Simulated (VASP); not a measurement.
# Na2S (Fm-3m) in VASP: settings compared

Na2S is run at these levels: r2SCAN, HSE06; tasks: relaxation of the atoms, single point.

Program: VASP 6.6.1. These are calculated values, not measurements. Logs are shortened: lines on timing, memory, paths and dates and some standing lists are left out, and cuts for length are marked.

### 1 The cell of the first run

The structure is cubic, space group Fm-3m (No. 225). Conventional cell: a = 6.512 Å, b = 6.512 Å, c = 6.512 Å, α = 90.00°, β = 90.00°, γ = 90.00°. Within 3.7 Å of Na (site symmetry -43m) lie 4 S at 2.82 Å and 6 Na at 3.26 Å. Within 3.7 Å of S (site symmetry m-3m) lie 8 Na at 2.82 Å.

### 2 Relaxation of the atoms, r2SCAN

POSCAR

```
Na2S
1.0
    0.0000000000      3.2559887700      3.2559887700
    3.2559887700      0.0000000000      3.2559887700
    3.2559887700      3.2559887700      0.0000000000
Na S
2 1
Direct
    0.2500000000      0.2500000000      0.2500000000
    0.7500000000      0.7500000000      0.7500000000
    0.0000000000      0.0000000000      0.0000000000
```

INCAR.step1

```
SYSTEM = Na2S
ALGO = Normal
EDIFF = 1E-5
EDIFFG = -0.01
ENCUT = 500
GGA = PE
GGA_COMPAT = .FALSE.
IBRION = 2
ISMEAR = -1
LASPH = .TRUE.
LCHARG = .FALSE.
LREAL = .FALSE.
LWAVE = .TRUE.
NELM = 120
NELMIN = 4
NSW = 100
PREC = Accurate
SIGMA = 0.02
```

INCAR.step2

```
SYSTEM = Na2S
ALGO = Normal
EDIFF = 1E-7
EDIFFG = -0.01
ENCUT = 500
GGA_COMPAT = .FALSE.
IBRION = 2
ISIF = 2
ISMEAR = -1
ISTART = 1
LASPH = .TRUE.
LCHARG = .FALSE.
LMIXTAU = .TRUE.
LREAL = .FALSE.
LWAVE = .FALSE.
METAGGA = R2SCAN
NELM = 120
NELMIN = 4
NSW = 50
PREC = Accurate
SIGMA = 0.02
```

KPOINTS

```
k-points
0
G
  8 8 8
  0 0 0
```

Potentials or basis: VASP PAW PBE potentials, release 64 (Na_pv, S).

Command:

```console
$ cat potpaw_PBE.64/Na_pv/POTCAR potpaw_PBE.64/S/POTCAR > POTCAR
$ cp INCAR.step1 INCAR
$ mpirun -np 1 vasp_std > vasp.out
$ cp INCAR.step2 INCAR
$ mpirun -np 1 vasp_std > vasp.out
```

OUTCAR:

```text
SYSTEM = Na2S
   EDIFF = 1E-7
   EDIFFG = -0.01
   ENCUT = 500
   IBRION = 2
   ISIF = 2
   ISMEAR = -1
   ISTART = 1
   LASPH = .TRUE.
   LREAL = .FALSE.
   METAGGA = R2SCAN
   NELM = 120
   NELMIN = 4
   NSW = 50
   PREC = Accurate

 ion  position               nearest neighbor table
   1  0.250  0.250  0.250-
   2  0.750  0.750  0.750-
   3  0.000  0.000  0.000-

  LATTYP: Found a face centered cubic cell.
 ALAT       =     6.5119775400

  Lattice vectors:

 A1 = (   0.0000000000,   3.2559887700,   3.2559887700)
 A2 = (   3.2559887700,   0.0000000000,   3.2559887700)
 A3 = (   3.2559887700,   3.2559887700,   0.0000000000)

Analysis of symmetry for initial positions (statically):
=====================================================================
 Subroutine PRICEL returns:
 Original cell was already a primitive cell.

 Routine SETGRP: Setting up the symmetry group for a
 face centered cubic supercell.

 Subroutine GETGRP returns: Found 48 space group operations
 (whereof 48 operations were pure point group operations)
 out of a pool of 48 trial point group operations.

The static configuration has the point symmetry O_h .

Analysis of symmetry for dynamics (positions and initial velocities):
=====================================================================
 Subroutine PRICEL returns:
 Original cell was already a primitive cell.

 Routine SETGRP: Setting up the symmetry group for a
 face centered cubic supercell.

 Subroutine GETGRP returns: Found 48 space group operations
 (whereof 48 operations were pure point group operations)
 out of a pool of 48 trial point group operations.

The dynamic configuration has the point symmetry O_h .

 Subroutine INISYM returns: Found 48 space group operations
 (whereof 48 operations are pure point group operations),
 and found     1 'primitive' translations

----------------------------------------------------------------------------------------

                                     Primitive cell

  volume of cell :      69.0365

  direct lattice vectors                    reciprocal lattice vectors
     0.000000000  3.255988770  3.255988770    -0.153563183  0.153563183  0.153563183
     3.255988770  0.000000000  3.255988770     0.153563183 -0.153563183  0.153563183
     3.255988770  3.255988770  0.000000000     0.153563183  0.153563183 -0.153563183

  length of vectors
     4.604663477  4.604663477  4.604663477     0.265979235  0.265979235  0.265979235

  position of ions in fractional coordinates (direct lattice)
     0.250000000  0.250000000  0.250000000
     0.750000000  0.750000000  0.750000000
     0.000000000  0.000000000  0.000000000

  ion indices of the primitive-cell ions
   primitive index   ion index
                 1           1
                 2           2
                 3           3

----------------------------------------------------------------------------------------

 KPOINTS: k-points

Automatic generation of k-mesh.
 Grid dimensions read from file:
 generate k-points for:    8    8    8

 Generating k-lattice:

  Cartesian coordinates                     Fractional coordinates (reciprocal lattice)
    -0.019195398  0.019195398  0.019195398     0.125000000  0.000000000  0.000000000
     0.019195398 -0.019195398  0.019195398     0.000000000  0.125000000  0.000000000
     0.019195398  0.019195398 -0.019195398     0.000000000  0.000000000  0.125000000

  Length of vectors
     0.033247404  0.033247404  0.033247404

  Shift w.r.t. Gamma in fractional coordinates (k-lattice)
     0.000000000  0.000000000  0.000000000

 Subroutine IBZKPT returns following result:
 ===========================================

 Found     29 irreducible k-points:

 Following reciprocal coordinates:
            Coordinates               Weight
  0.000000  0.000000  0.000000      1.000000
  0.125000  0.000000  0.000000      8.000000
  0.250000  0.000000  0.000000      8.000000
  0.375000  0.000000  0.000000      8.000000
  0.500000  0.000000  0.000000      4.000000
  0.125000  0.125000  0.000000      6.000000
[... 16 lines left out ...]
  0.500000  0.250000  0.125000     48.000000
 -0.375000  0.250000  0.125000     24.000000
 [... further k-points ...]
   k-points           NKPTS =     29   k-points in BZ     NKDIM =     29   number of bands    NBANDS=     14
   number of dos      NEDOS =    301   number of ions     NIONS =      3
   total plane-waves  NPLWV =  46656
   dimension x,y,z NGX =    36 NGY =   36 NGZ =   36
   dimension x,y,z NGXF=    72 NGYF=   72 NGZF=   72
   ions per type =               2   1
   NGX,Y,Z   is equivalent  to a cutoff of  13.00, 13.00, 13.00 a.u.
   NGXF,Y,Z  is equivalent  to a cutoff of  25.99, 25.99, 25.99 a.u.
 SYSTEM =  Na2S
   PREC   = accura    normal or accurate (medium, high low for compatibility)
   ISTART =      1    job   : 0-new  1-cont  2-samecut
   ICHARG =      0    charge: 1-file 2-atom 10-const
   ISPIN  =      1    spin polarized calculation?
   LNONCOLLINEAR =      F non collinear calculations
   LSORBIT =      F    spin-orbit coupling
   LASPH  =      T    aspherical Exc in radial PAW
   ENCUT  =  500.0 eV  36.75 Ry    6.06 a.u.   8.40  8.40  8.40*2*pi/ulx,y,z
   NELM   =    120;   NELMIN=  4; NELMDL=  0     # of ELM steps
   EDIFF  = 0.1E-06   stopping-criterion for ELM
   LREAL  =      F    real-space projection
   EDIFFG = -.1E-01   stopping-criterion for IOM
   NSW    =     50    number of steps for IOM
   IBRION =      2    ionic relax: 0-MD 1-quasi-New 2-CG
   NFREE  =      1    steps in history (QN), initial steepest desc. (CG)
   ISIF   =      2    stress and relaxation
   ISYM   =      2    0-nonsym 1-usesym 2-fastsym
   POTIM  = 0.5000    time-step for ionic-motion
   TEBEG  =    0.0;   TEEND  =   0.0 temperature during run
   PSTRESS=    0.0 pullay stress
   NELECT =      20.0000    total number of electrons
   NUPDOWN=      -1.0000    fix difference up-down
   EMIN   =  10.00;   EMAX   =-10.00  energy-range for DOS
   EFERMI =   0.00;   METHOD = LEGACY
   ISMEAR =    -1;   SIGMA  =   0.02  broadening in eV -4-tet -1-fermi 0-gaus
   EFERMI_NEDOS =   21; number of points for ismear=-14 and -15
   IALGO  =     38    algorithm
   IMIX   =      4    mixing-type and parameters
     AMIX     =   0.40;   BMIX     =  1.00
     AMIX_MAG =   1.60;   BMIX_MAG =  1.00
  volume/ion in A,a.u.               =      23.01       155.29
  Fermi-wavevector in a.u.,A,eV,Ry     =   1.083241  2.047030 15.965240  1.173412
  Thomas-Fermi vector in A             =   2.219303
   LORBIT       =      0    0 simple, 1 ext, 2 COOP (PROOUT), +10 PAW based schemes
   METAGGA = R2SCAN    functional components
   LHFCALC =     F    Hartree Fock is set to
   AEXX    =    0.0000 exact exchange contribution
   IVDW    =     0    specifies the selected vdW correction
   LEPSILON=     F    determine dielectric tensor
   LRPA    =     F    only Hartree local field effects (RPA)
 conjugate gradient relaxation of ions
 non-spin polarized calculation
  energy-cutoff  :      500.00
  volume of cell :       69.04
 maximum number of plane-waves:      1807
 NGX is ok and might be reduce to    36
   NGX = 17   NGY = 17   NGZ = 17

 number of electron      19.9999984 magnetization

 Free energy of the ion-electron system (eV)
  ---------------------------------------------------
  ext. energy  EPLUGINS =         0.00000000
  ---------------------------------------------------
  free energy    TOTEN  =       -18.96741083 eV

  energy without entropy =      -18.96741083  energy(sigma->0) =      -18.96741083

 E-fermi :   0.3726     XC(G=0):  -8.3182

 val. band max:       -0.0759445840   @ k =   0.0000   0.0000   0.0000
 cond. band min:       3.0351207655   @ k =   0.0000   0.0000   0.0000
 fundamental gap:      3.1110653495
 Fermi energy:         0.3726228363

 k-point     1 :       0.0000    0.0000    0.0000
  band No.  band energies     occupation
      1     -23.1004      2.00000
      2     -23.1004      2.00000
      3     -23.1004      2.00000
      4     -23.0484      2.00000
      5     -23.0484      2.00000
      6     -23.0484      2.00000
      7     -10.6521      2.00000
      8      -0.0759      2.00000
      9      -0.0759      2.00000
     10      -0.0759      2.00000
     11       3.0351      0.00000
     12       8.3901      0.00000
     13       8.3902      0.00000
     14       8.3902      0.00000

 k-point     2 :       0.1250    0.0000    0.0000
  band No.  band energies     occupation
      1     -23.0992      2.00000
      2     -23.0985      2.00000
      3     -23.0985      2.00000
      4     -23.0515      2.00000
      5     -23.0505      2.00000
      6     -23.0505      2.00000
      7     -10.6163      2.00000
      8      -0.4225      2.00000
      9      -0.0951      2.00000
     10      -0.0951      2.00000
     11       3.4952      0.00000
     12       8.1848      0.00000
     13       8.4734      0.00000
     14       8.4734      0.00000

 k-point     3 :       0.2500    0.0000    0.0000
  band No.  band energies     occupation
      1     -23.0956      2.00000
      2     -23.0932      2.00000
      3     -23.0932      2.00000
      4     -23.0597      2.00000
      5     -23.0564      2.00000
      6     -23.0564      2.00000
      7     -10.5279      2.00000
      8      -1.0454      2.00000
      9      -0.1401      2.00000
     10      -0.1401      2.00000
     11       4.3935      0.00000
     12       7.7048      0.00000
     13       8.1836      0.00000
     14       8.1836      0.00000

 k-point     4 :       0.3750    0.0000    0.0000
  band No.  band energies     occupation
      1     -23.0899      2.00000
      2     -23.0852      2.00000
      3     -23.0852      2.00000
      4     -23.0702      2.00000
      5     -23.0652      2.00000
      6     -23.0652      2.00000
      7     -10.4366      2.00000
      8      -1.5260      2.00000
      9      -0.1834      2.00000
     10      -0.1834      2.00000
     11       5.1634      0.00000
     12       7.1755      0.00000
     13       7.7697      0.00000
     14       7.7697      0.00000

 k-point     5 :       0.5000    0.0000    0.0000
  band No.  band energies     occupation
      1     -23.0841      2.00000
      2     -23.0778      2.00000
      3     -23.0763      2.00000
      4     -23.0763      2.00000
      5     -23.0743      2.00000
      6     -23.0743      2.00000
      7     -10.3979      2.00000
      8      -1.7016      2.00000
      9      -0.2009      2.00000
     10      -0.2009      2.00000
     11       5.4880      0.00000
[... 276 lines left out ...]
 k-point    22 :       0.3750    0.2500    0.1250
  band No.  band energies     occupation
      1     -23.1082      2.00000
      2     -23.0962      2.00000
      3     -23.0864      2.00000
      4     -23.0688      2.00000
      5     -23.0556      2.00000
      6     -23.0437      2.00000
      7     -10.4621      2.00000
      8      -1.1558      2.00000
      9      -0.4399      2.00000
     10      -0.2241      2.00000
     11       4.9094      0.00000
     12       7.2365      0.00000
     13       7.6106      0.00000
     14       8.6685      0.00000

 k-point    23 :       0.5000    0.2500    0.1250
  band No.  band energies     occupation
      1     -23.1105      2.00000
      2     -23.0984      2.00000
      3     -23.0875      2.00000
      4     -23.0656      2.00000
      5     -23.0577      2.00000
      6     -23.0439      2.00000
      7     -10.3887      2.00000
      8      -1.3808      2.00000
      9      -0.6161      2.00000
     10      -0.2970      2.00000
     11       5.4503      0.00000
     12       6.7123      0.00000
     13       7.8192      0.00000
     14       8.4280      0.00000

 k-point    24 :      -0.3750    0.2500    0.1250
  band No.  band energies     occupation
      1     -23.1097      2.00000
      2     -23.1044      2.00000
      3     -23.0769      2.00000
      4     -23.0767      2.00000
      5     -23.0496      2.00000
      6     -23.0483      2.00000
      7     -10.3578      2.00000
      8      -1.4685      2.00000
      9      -0.6757      2.00000
     10      -0.3382      2.00000
     11       5.7033      0.00000
     12       6.4177      0.00000
     13       8.1223      0.00000
     14       8.3203      0.00000

 [... further k-points ...]

------------------------ aborting loop because EDIFF is reached ----------------------------------------

  FORCE on cell =-STRESS in cart. coord.  units (eV):
  Direction    XX          YY          ZZ          XY          YZ          ZX
  --------------------------------------------------------------------------------------
  -------------------------------------------------------------------------------------
  Total       -0.0428876     -0.0428876     -0.0428876     -0.0000000      0.0000000     -0.0000000
  in kB       -0.9953220     -0.9953220     -0.9953220     -0.0000000      0.0000000     -0.0000000
  external PRESSURE =      -0.9953220 kB  Pullay stress =       0.0000000 kB

 VOLUME and BASIS-vectors are now :
 -----------------------------------------------------------------------------
  energy-cutoff  :      500.00
  volume of cell :       69.04
      direct lattice vectors                 reciprocal lattice vectors
     0.000000000  3.255988770  3.255988770    -0.153563183  0.153563183  0.153563183
     3.255988770  0.000000000  3.255988770     0.153563183 -0.153563183  0.153563183
     3.255988770  3.255988770  0.000000000     0.153563183  0.153563183 -0.153563183

 POSITION                                       TOTAL-FORCE (eV/Angst)
 -----------------------------------------------------------------------------------
      1.62799      1.62799      1.62799         0.000000     -0.000000     -0.000000
      4.88398      4.88398      4.88398        -0.000000      0.000000      0.000000
      0.00000      0.00000      0.00000        -0.000000     -0.000000     -0.000000
 -----------------------------------------------------------------------------------
    total drift:                                0.000000      0.000000      0.000000

  FREE ENERGIE OF THE ION-ELECTRON SYSTEM (eV)
  ---------------------------------------------------
  free  energy   TOTEN  =       -18.9674108276 eV

  energy  without entropy=      -18.9674108276  energy(sigma->0) =      -18.96741083

 reached required accuracy - stopping structural energy minimisation
```

Run time: 72 s. Hardware: 1 thread of AMD EPYC 9R45 (Zen 5), shared host; peak memory 0.18 GiB.

Results:

* Free energy: -18.9674 eV
* Pressure after relaxing: -0.1 GPa
* Band gap on the k mesh: 3.11 eV

Final structure:
```yaml
crystal:
  lattice:
    - [0.00000, 3.25599, 3.25599]
    - [3.25599, 0.00000, 3.25599]
    - [3.25599, 3.25599, 0.00000]
  atoms:
    - { symbol: Na, position: [0.25000, 0.25000, 0.25000] }
    - { symbol: Na, position: [0.75000, 0.75000, 0.75000] }
    - { symbol: S, position: [0.00000, 0.00000, 0.00000] }
```

Caveat: the relaxation stopped at its first step, so nothing moved; the PAW data sets were made with another functional, which shifts forces and pressure a little.

### 3 Relaxation of the atoms, r2SCAN

This run uses another cell than the first one, of 23.47 Å³/atom.

POSCAR

```
Na2S
1.0
    0.0000000000      3.2775522400      3.2775522400
    3.2775522400      0.0000000000      3.2775522400
    3.2775522400      3.2775522400      0.0000000000
Na S
2 1
Direct
    0.2500000000      0.2500000000      0.2500000000
    0.7500000000      0.7500000000      0.7500000000
    0.0000000000      0.0000000000      0.0000000000
```

INCAR.step1

```
SYSTEM = Na2S
ALGO = Normal ; EDIFF = 1E-5
EDIFFG = -0.01 ; ENCUT = 500
GGA = PE ; GGA_COMPAT = .False.
IBRION = 2 ; ISMEAR = -1
LASPH = .True. ; LCHARG = .False.
LREAL = .False. ; LWAVE = .True.
NELM = 120 ; NELMIN = 4
NSW = 100 ; PREC = Accurate
SIGMA = 0.02
```

INCAR.step2

```
SYSTEM = Na2S
ALGO = Normal ; EDIFF = 1E-7
EDIFFG = -0.01 ; ENCUT = 500
GGA_COMPAT = .False. ; IBRION = 2
ISIF = 2 ; ISMEAR = -1
ISTART = 1 ; LASPH = .True.
LCHARG = .False. ; LMIXTAU = .True.
LREAL = .False. ; LWAVE = .False.
METAGGA = R2SCAN ; NELM = 120
NELMIN = 4 ; NSW = 50
PREC = Accurate ; SIGMA = 0.02
```

KPOINTS

```
k-points
0
Gamma
  8 8 8
  0 0 0
```

Potentials or basis: VASP PAW PBE potentials, release 64 (Na_pv, S).

Command:

```console
$ cat potpaw_PBE.64/Na_pv/POTCAR potpaw_PBE.64/S/POTCAR > POTCAR
$ cp INCAR.step1 INCAR
$ mpirun -np 1 vasp_std > vasp.out
$ cp INCAR.step2 INCAR
$ mpirun -np 1 vasp_std > vasp.out
```

It took 91 s on 1 thread of AMD EPYC 9R45 (Zen 5), shared host; peak memory 0.18 GiB.

The run converged. Its results:

```
Free energy             : -18.9634 eV
Pressure after relaxing : -0.7 GPa
Band gap on the k mesh  : 3.04 eV
```

Final structure:
```
Na S
1.0
     0.00000    3.27755    3.27755
     3.27755    0.00000    3.27755
     3.27755    3.27755    0.00000
Na S
2 1
Cartesian
  1.6388 1.6388 1.6388
  4.9163 4.9163 4.9163
  0.0000 0.0000 0.0000
```

Levels at points of the mesh, in eV from the valence-band top:
| k point | band 8 | band 9 | band 10 | band 11 | band 12 | band 13 |
| --- | --- | --- | --- | --- | --- | --- |
| (0.00, 0.00, 0.00) | 0.00 | 0.00 | 0.00 | 3.04 | 8.40 | 8.40 |
| (0.50, 0.00, 0.00) | -1.59 | -0.12 | -0.12 | 5.48 | 6.90 | 7.65 |
| (0.50, 0.50, 0.00) | -1.41 | -0.45 | -0.45 | 4.19 | 6.71 | 9.26 |

Caveat: the relaxation stopped at its first step, so nothing moved; the PAW data sets were made with another functional, which shifts forces and pressure a little.

(Continued in part 2 of 2.)
